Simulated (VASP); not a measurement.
# CsSnI3 (Pm-3m) in VASP: a series of runs

CsSnI3 is run at these levels: LDA; tasks: single point, relaxation of cell and atoms.

Everything below comes from runs of VASP 6.6.1. Logs are shortened: lines on timing, memory, paths and dates and some standing lists are left out, and cuts for length are marked.

## 1. The cell of the first run

The structure is cubic, space group Pm-3m (No. 221). The conventional cell has a = 6.035 Å, b = 6.035 Å, c = 6.035 Å, α = 90.00°, β = 90.00°, γ = 90.00°. Cs (site symmetry m-3m) has 12 I at 4.27 Å and 8 Sn at 5.23 Å within 5.6 Å. Within 4.0 Å of Sn (site symmetry m-3m) lie 6 I at 3.02 Å. Within 4.0 Å of I (site symmetry 4/mmm) lie 2 Sn at 3.02 Å.

## 2. Single point, LDA

File INCAR:

```
SYSTEM = CsSnI3
ALGO = Normal ; EDIFF = 1E-7
ENCUT = 520 ; ISIF = 2
ISMEAR = 0 ; LASPH = .TRUE.
LCHARG = .FALSE. ; LREAL = .FALSE.
LWAVE = .FALSE. ; NBANDS = 30
NELM = 100 ; PREC = Accurate
SIGMA = 0.02
```

File KPOINTS:

```
k-points
0
G
  6 6 6
  0 0 0
```

File POSCAR:

```
CsSnI3
1.0
    6.0347747492      0.0000000000      0.0000000000
    0.0000000000      6.0347747492      0.0000000000
    0.0000000000      0.0000000000      6.0347747492
Cs Sn I
1 1 3
Direct
    0.0000000000      0.0000000000      0.0000000000
    0.5000000000      0.5000000000      0.5000000000
    0.0000000000      0.5000000000      0.5000000000
    0.5000000000      0.0000000000      0.5000000000
    0.5000000000      0.5000000000      0.0000000000
```

Potentials or basis: VASP PAW LDA potentials, release 64 (Cs_sv, Sn_d, I).

Command:

```bash
$ cat potpaw_LDA.64/Cs_sv/POTCAR potpaw_LDA.64/Sn_d/POTCAR potpaw_LDA.64/I/POTCAR > POTCAR
$ mpirun -np 1 vasp_std > vasp.out
```

OUTCAR:

```text
SYSTEM = CsSnI3
   EDIFF = 1E-7
   ENCUT = 520
   ISIF = 2
   ISMEAR = 0
   LASPH = .TRUE.
   LREAL = .FALSE.
   NELM = 100
   PREC = Accurate

 ion  position               nearest neighbor table
   1  0.000  0.000  0.000-
   2  0.500  0.500  0.500-   3 3.02   4 3.02   5 3.02   5 3.02   4 3.02   3 3.02
   3  0.000  0.500  0.500-   2 3.02   2 3.02
   4  0.500  0.000  0.500-   2 3.02   2 3.02
   5  0.500  0.500  0.000-   2 3.02   2 3.02

  LATTYP: Found a simple cubic cell.
 ALAT       =     6.0347747492

  Lattice vectors:

 A1 = (   6.0347747492,   0.0000000000,   0.0000000000)
 A2 = (   0.0000000000,   6.0347747492,   0.0000000000)
 A3 = (   0.0000000000,   0.0000000000,   6.0347747492)

Analysis of symmetry for initial positions (statically):
=====================================================================
 Subroutine PRICEL returns:
 Original cell was already a primitive cell.

 Routine SETGRP: Setting up the symmetry group for a
 simple cubic supercell.

 Subroutine GETGRP returns: Found 48 space group operations
 (whereof 48 operations were pure point group operations)
 out of a pool of 48 trial point group operations.

The static configuration has the point symmetry O_h .

Analysis of symmetry for dynamics (positions and initial velocities):
=====================================================================
 Subroutine PRICEL returns:
 Original cell was already a primitive cell.

 Routine SETGRP: Setting up the symmetry group for a
 simple cubic supercell.

 Subroutine GETGRP returns: Found 48 space group operations
 (whereof 48 operations were pure point group operations)
 out of a pool of 48 trial point group operations.

The dynamic configuration has the point symmetry O_h .

 Subroutine INISYM returns: Found 48 space group operations
 (whereof 48 operations are pure point group operations),
 and found     1 'primitive' translations

----------------------------------------------------------------------------------------

                                     Primitive cell

  volume of cell :     219.7775

  direct lattice vectors                    reciprocal lattice vectors
[... 83 lines left out ...]
   LNONCOLLINEAR =      F non collinear calculations
   LSORBIT =      F    spin-orbit coupling
   LASPH  =      T    aspherical Exc in radial PAW
   ENCUT  =  520.0 eV  38.22 Ry    6.18 a.u.  11.22 11.22 11.22*2*pi/ulx,y,z
   NELM   =    100;   NELMIN=  2; NELMDL= -5     # of ELM steps
   EDIFF  = 0.1E-06   stopping-criterion for ELM
   LREAL  =      F    real-space projection
   EDIFFG = 0.1E-05   stopping-criterion for IOM
   NSW    =      0    number of steps for IOM
   IBRION =     -1    ionic relax: 0-MD 1-quasi-New 2-CG
   NFREE  =      0    steps in history (QN), initial steepest desc. (CG)
   ISIF   =      2    stress and relaxation
   ISYM   =      2    0-nonsym 1-usesym 2-fastsym
   POTIM  = 0.5000    time-step for ionic-motion
   TEBEG  =    0.0;   TEEND  =   0.0 temperature during run
   PSTRESS=    0.0 pullay stress
   NELECT =      44.0000    total number of electrons
   NUPDOWN=      -1.0000    fix difference up-down
   EMIN   =  10.00;   EMAX   =-10.00  energy-range for DOS
   EFERMI =   0.00;   METHOD = LEGACY
   ISMEAR =     0;   SIGMA  =   0.02  broadening in eV -4-tet -1-fermi 0-gaus
   EFERMI_NEDOS =   21; number of points for ismear=-14 and -15
   IALGO  =     38    algorithm
   IMIX   =      4    mixing-type and parameters
     AMIX     =   0.40;   BMIX     =  1.00
     AMIX_MAG =   1.60;   BMIX_MAG =  1.00
  volume/ion in A,a.u.               =      43.96       296.63
  Fermi-wavevector in a.u.,A,eV,Ry     =   0.957704  1.809798 12.479224  0.917197
  Thomas-Fermi vector in A             =   2.086746
   LORBIT       =      0    0 simple, 1 ext, 2 COOP (PROOUT), +10 PAW based schemes
   GGA     = CA    functional components
   LHFCALC =     F    Hartree Fock is set to
   AEXX    =    0.0000 exact exchange contribution
   IVDW    =     0    specifies the selected vdW correction
   LEPSILON=     F    determine dielectric tensor
   LRPA    =     F    only Hartree local field effects (RPA)
 non-spin polarized calculation
 Gauss-broadening in eV      SIGMA  =   0.02
  energy-cutoff  :      520.00
  volume of cell :      219.78
 maximum number of plane-waves:      5960
 NGX is ok and might be reduce to    48
   NGX = 23   NGY = 23   NGZ = 23

 number of electron      44.0000013 magnetization

 Free energy of the ion-electron system (eV)
  ---------------------------------------------------
  ext. energy  EPLUGINS =         0.00000000
  ---------------------------------------------------
  free energy    TOTEN  =       -16.09261182 eV

  energy without entropy =      -16.09246899  energy(sigma->0) =      -16.09254041

 E-fermi :   3.6277     XC(G=0):  -8.2207

 val. band max:        3.0499552970   @ k =   0.5000   0.5000   0.3333
 cond. band min:       3.6337449137   @ k =   0.5000   0.5000   0.5000
 fundamental gap:      0.5837896167
 Fermi energy:         3.6276535116

 k-point     1 :       0.0000    0.0000    0.0000
  band No.  band energies     occupation
      1     -18.8323      2.00000
      2     -18.5677      2.00000
      3     -18.5677      2.00000
      4     -18.5293      2.00000
      5     -18.5293      2.00000
      6     -18.5293      2.00000
[... 649 lines left out ...]
     29       7.1439      0.00000
     30       8.4475      0.00000

------------------------ aborting loop because EDIFF is reached ----------------------------------------

  FORCE on cell =-STRESS in cart. coord.  units (eV):
  Direction    XX          YY          ZZ          XY          YZ          ZX
  --------------------------------------------------------------------------------------
  -------------------------------------------------------------------------------------
  Total        0.0314694      0.0314694      0.0314694     -0.0000000      0.0000000     -0.0000000
  in kB        0.2294119      0.2294119      0.2294119     -0.0000000      0.0000000     -0.0000000
  external PRESSURE =       0.2294119 kB  Pullay stress =       0.0000000 kB

 VOLUME and BASIS-vectors are now :
 -----------------------------------------------------------------------------
  energy-cutoff  :      520.00
  volume of cell :      219.78
      direct lattice vectors                 reciprocal lattice vectors
     6.034774749  0.000000000  0.000000000     0.165706268  0.000000000  0.000000000
     0.000000000  6.034774749  0.000000000     0.000000000  0.165706268  0.000000000
     0.000000000  0.000000000  6.034774749     0.000000000  0.000000000  0.165706268

 POSITION                                       TOTAL-FORCE (eV/Angst)
 -----------------------------------------------------------------------------------
      0.00000      0.00000      0.00000         0.000000      0.000000      0.000000
      3.01739      3.01739      3.01739         0.000000      0.000000      0.000000
      0.00000      3.01739      3.01739         0.000000      0.000000      0.000000
      3.01739      0.00000      3.01739         0.000000      0.000000      0.000000
      3.01739      3.01739      0.00000         0.000000      0.000000      0.000000
 -----------------------------------------------------------------------------------
    total drift:                                0.000000     -0.000000     -0.000000

  FREE ENERGIE OF THE ION-ELECTRON SYSTEM (eV)
  ---------------------------------------------------
  free  energy   TOTEN  =       -16.0926118235 eV

  energy  without entropy=      -16.0924689880  energy(sigma->0) =      -16.09254041
```

OSZICAR:

```text
N       E                     dE             d eps       ncg     rms          rms(c)
DAV:   1     0.349872731465E+03    0.34987E+03   -0.18103E+04  1200   0.136E+03
DAV:   2     0.286571464285E+02   -0.32122E+03   -0.30680E+03  1374   0.293E+02
DAV:   3    -0.144471606533E+02   -0.43104E+02   -0.42730E+02  1444   0.117E+02
DAV:   4    -0.162318758429E+02   -0.17847E+01   -0.17790E+01  1512   0.269E+01
DAV:   5    -0.162922382662E+02   -0.60362E-01   -0.60350E-01  1750   0.476E+00    0.516E+00
DAV:   6    -0.161203916487E+02    0.17185E+00   -0.26125E-01  1570   0.284E+00    0.337E+00
DAV:   7    -0.160958628458E+02    0.24529E-01   -0.20653E-01  1622   0.191E+00    0.769E-01
DAV:   8    -0.160926778827E+02    0.31850E-02   -0.34533E-02  1412   0.116E+00    0.281E-01
DAV:   9    -0.160926816305E+02   -0.37478E-05   -0.23352E-03  1684   0.362E-01    0.619E-02
DAV:  10    -0.160926143479E+02    0.67283E-04   -0.25919E-04  1596   0.109E-01    0.295E-02
DAV:  11    -0.160926182508E+02   -0.39029E-05   -0.13146E-04  1540   0.676E-02    0.307E-02
DAV:  12    -0.160926124156E+02    0.58352E-05   -0.19127E-05  1486   0.231E-02    0.174E-02
DAV:  13    -0.160926118410E+02    0.57458E-06   -0.39307E-06  1564   0.103E-02    0.344E-03
DAV:  14    -0.160926118235E+02    0.17525E-07   -0.78590E-07  1602   0.643E-03
   1 F= -.16092612E+02 E0= -.16092540E+02  d E =-.142835E-03
```

It took 1.7 min on 1 thread of AMD EPYC 7R13 (Zen 3), shared host; peak memory 0.31 GiB.

Results:

| Property | Result |
| --- | --- |
| Free energy | -16.0926 eV |
| Pressure | 0.0 GPa |
| Band gap on the k mesh | zero (filled and empty bands touch) |

Caveat: semilocal functionals underestimate gaps, and a narrow one can read as zero; spin-orbit coupling is left out, which moves the levels of the heavy elements.

## 3. Relaxation of cell and atoms, LDA

This run uses another cell than the first one, of 49.61 Å³/atom.

File INCAR:

```
SYSTEM = CsSnI3
PREC = Accurate
ENCUT = 600
EDIFF = 1E-6
ISMEAR = 0
SIGMA = 0.02
LREAL = .FALSE.
LASPH = .TRUE.
NELM = 60
ALGO = Normal
ISIF = 3
LWAVE = .FALSE.
LCHARG = .FALSE.
IBRION = 2
NSW = 70
EDIFFG = -0.005
```

File KPOINTS:

```
regular mesh
0
G
  6 6 6
  0 0 0
```

POSCAR, as its differences from that of step 2:

```diff
@@ -2,5 +2,5 @@
 1.0
-    6.0347747492      0.0000000000      0.0000000000
-    0.0000000000      6.0347747492      0.0000000000
-    0.0000000000      0.0000000000      6.0347747492
+    6.2831694884      0.0000000000      0.0000000000
+    0.0000000000      6.2831694884      0.0000000000
+    0.0000000000      0.0000000000      6.2831694884
 Cs Sn I
```

Potentials or basis: VASP PAW LDA potentials, release 64 (Cs_sv, Sn_d, I).

Command:

```bash
$ cat potpaw_LDA.64/Cs_sv/POTCAR potpaw_LDA.64/Sn_d/POTCAR potpaw_LDA.64/I/POTCAR > POTCAR
$ mpirun -np 1 vasp_std > vasp.out
```

Wall time 4.7 min (1 thread of AMD EPYC 7R13 (Zen 3), shared host); peak memory 0.37 GiB.

It converged, with:

```yaml
Free_energy: -16.0934 eV
Relaxed_volume: 44.01 Å³/atom
Relaxed_cell: a = 6.037 Å, b = 6.037 Å, c = 6.037 Å, α = 90.00°, β = 90.00°, γ = 90.00°
Space_group_after_relaxing_to_0.1_Å: Pm-3m (No. 221)
Energy_gained_by_relaxing: 36.8 meV/atom
Ionic_steps: 4
Pressure_after_relaxing: 0.0 GPa
Band_gap_on_the_k_mesh: zero (filled and empty bands touch)
```

The path:
```
step  energy change (eV)  largest force (eV/Å)  pressure (GPa)  volume (Å³)
   1              0.0000                0.0000           -1.91       248.05
   2             -0.1694                0.0000           -0.61       227.40
   3             -0.1841                0.0000           -0.07       220.86
   4             -0.1842                0.0000            0.00       220.03
```

Final structure:
```
Cs Sn I
1.0
     6.03706    0.00000    0.00000
     0.00000    6.03706    0.00000
     0.00000    0.00000    6.03706
Cs Sn I
1 1 3
Direct
  0.00000 0.00000 0.00000
  0.50000 0.50000 0.50000
  0.00000 0.50000 0.50000
  0.50000 0.00000 0.50000
  0.50000 0.50000 0.00000
```

Levels at points of the mesh, in eV from the Fermi level:
| k point | band 18 | band 19 | band 20 | band 21 | band 22 | band 23 | band 24 | band 25 | band 26 |
| --- | --- | --- | --- | --- | --- | --- | --- | --- | --- |
| (0.00, 0.00, 0.00) | -2.74 | -2.74 | -2.53 | -2.53 | -2.53 | 1.62 | 2.45 | 2.45 | 2.86 |
| (0.50, 0.00, 0.00) | -3.03 | -2.97 | -2.70 | -2.70 | -1.73 | 0.84 | 3.38 | 3.43 | 3.67 |
| (0.50, 0.50, 0.00) | -3.13 | -3.13 | -2.88 | -2.05 | -0.81 | 0.52 | 0.52 | 3.74 | 3.98 |
| (0.50, 0.50, 0.50) | -2.87 | -2.03 | -2.03 | -2.03 | 0.01 | 0.01 | 0.01 | 0.12 | 2.41 |

Caveat: semilocal functionals underestimate gaps, and a narrow one can read as zero; spin-orbit coupling is left out, which moves the levels of the heavy elements. Zero-point motion and thermal expansion aren't in these numbers.

The gap in the log of VASP goes by the Fermi energy; the results here count the filled bands.